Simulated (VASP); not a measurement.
Write the native input for VASP 6.6.1 that does the following.

```
Task                   : single point
Functional             : PBE
Potentials or basis    : VASP PAW PBE potentials, release 64 (Al, O)
Cutoff                 : 520 eV
k mesh                 : 12 × 12 × 4
Occupations            : gaussian, width 0.01 eV
Spin                   : no spin polarisation
Dipole correction      : no
Further INCAR settings : ALGO = Normal; EDIFF = 1e-06; NBANDS = 20
```

The structure of Al2O3 lies in POSCAR:

```
Al2O3
1.0
    2.8641420153      0.0000000000      0.0000000000
   -1.4320710077      2.4804197453      0.0000000000
    0.0000000000      0.0000000000      6.8332800470
Al O
2 3
Direct
    0.3333333333      0.6666666667      0.1993408405
    0.6666666667      0.3333333333      0.8006591595
    0.0000000000      0.0000000000      0.0000000000
    0.3333333333      0.6666666667      0.7032066442
    0.6666666667      0.3333333333      0.2967933558
```

These files were run (other wordings do the same):

INCAR

```
SYSTEM = Al2O3
PREC = Accurate
ENCUT = 520
EDIFF = 1E-6
ISMEAR = 0
SIGMA = 0.01
LREAL = .False.
LASPH = .True.
NELM = 60
ALGO = Normal
ISIF = 2
LWAVE = .False.
LCHARG = .False.
GGA = PE
NBANDS = 20
```

KPOINTS

```
regular mesh
0
Gamma
  12 12 4
  0 0 0
```

Potentials or basis: VASP PAW PBE potentials, release 64 (Al, O).

Command:

```sh
$ cat potpaw_PBE.64/Al/POTCAR potpaw_PBE.64/O/POTCAR > POTCAR
$ mpirun -np 1 vasp_std > vasp.out
```

It gave:

```json
{
 "Pressure": "6.6 GPa",
 "Largest force": "0.351 eV/Å",
 "Band gap on the k mesh": "4.79 eV (least direct gap 4.83 eV)"
}
```

Caveat: the cell stands under pressure.

It took 76 s on 1 thread of Intel Xeon 8259CL, on a shared host, peak memory 0.2 GiB.
